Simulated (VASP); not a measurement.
# MgSi2N2: single point with PBE

The system is MgSi2N2.

```
Mg Si N
1.0
     3.39178   -0.00281    0.00120
    -1.69826    2.95046   -0.00304
     0.00524   -0.01212   13.91843
Mg Si N
2 4 4
Direct
  0.99978 0.99977 0.49998
  0.99996 0.99981 0.00002
  0.33462 0.66703 0.19809
  0.33341 0.66767 0.69811
  0.66663 0.33257 0.30189
  0.66555 0.33323 0.80191
  0.33387 0.66703 0.08135
  0.33304 0.66730 0.58137
  0.66651 0.33268 0.41863
  0.66664 0.33291 0.91865
```

```
Program             : VASP 6.6.1
Task                : single point
Functional          : PBE
Potentials or basis : VASP PAW PBE potentials, release 64 (Mg, Si, N)
Cutoff              : 520 eV
k mesh              : 6 × 6 × 2
Occupations         : gaussian, width 0.2 eV
Spin                : no spin polarisation
```

| Quantity | Value |
| --- | --- |
| Pressure | -0.1 GPa |
| Largest force | 0.097 eV/Å |
| Band gap on the k mesh | zero (band 20 reaches 6.14 eV, above the bottom of band 21 at 3.39 eV) |

Forces in eV/Å, atoms in the order of the input:
```
Mg  -0.001  0.002  0.002
Mg   0.002  0.002 -0.001
Si  -0.001 -0.001  0.097
Si   0.002 -0.001  0.094
Si  -0.001  0.001 -0.094
Si   0.000  0.000 -0.095
N   -0.001  0.000 -0.087
N    0.003 -0.002 -0.087
N   -0.002  0.000  0.086
N   -0.002  0.000  0.086
```

Stress tensor (GPa, compression positive):
```
-0.22  0.04 -0.04
 0.04 -0.33  0.03
-0.04  0.03  0.39
```

Levels at points of the mesh, in eV from the Fermi level:
```tsv
k point	band 16	band 17	band 18	band 19	band 20	band 21	band 22	band 23	band 24	band 25
(0.00, 0.00, 0.00)	-0.46	-0.27	-0.26	0.83	1.90	2.88	2.94	2.98	3.04	5.56
(0.50, 0.00, 0.00)	-1.64	-1.51	-1.32	-1.28	-0.72	0.98	1.37	2.94	2.96	3.93
(0.00, 0.50, 0.00)	-1.65	-1.46	-1.29	-1.27	-0.70	1.04	1.42	2.99	3.02	3.92
(0.50, 0.50, 0.00)	-1.64	-1.49	-1.31	-1.29	-0.71	1.00	1.39	2.96	2.98	3.93
(0.00, 0.00, 0.50)	-0.36	-0.34	-0.34	1.42	1.42	2.93	2.93	2.99	2.99	5.79
(0.50, 0.00, 0.50)	-1.75	-1.32	-1.32	-0.97	-0.97	1.19	1.19	2.94	2.94	3.78
(0.00, 0.50, 0.50)	-1.70	-1.32	-1.32	-0.94	-0.94	1.24	1.24	2.99	2.99	3.79
(0.50, 0.50, 0.50)	-1.73	-1.32	-1.32	-0.96	-0.96	1.21	1.21	2.96	2.96	3.78
```

It took 8.2 min on 1 thread of AMD EPYC 7R43 64-Core Processor (Zen 3), with other jobs on the host, peak memory 0.31 GiB.
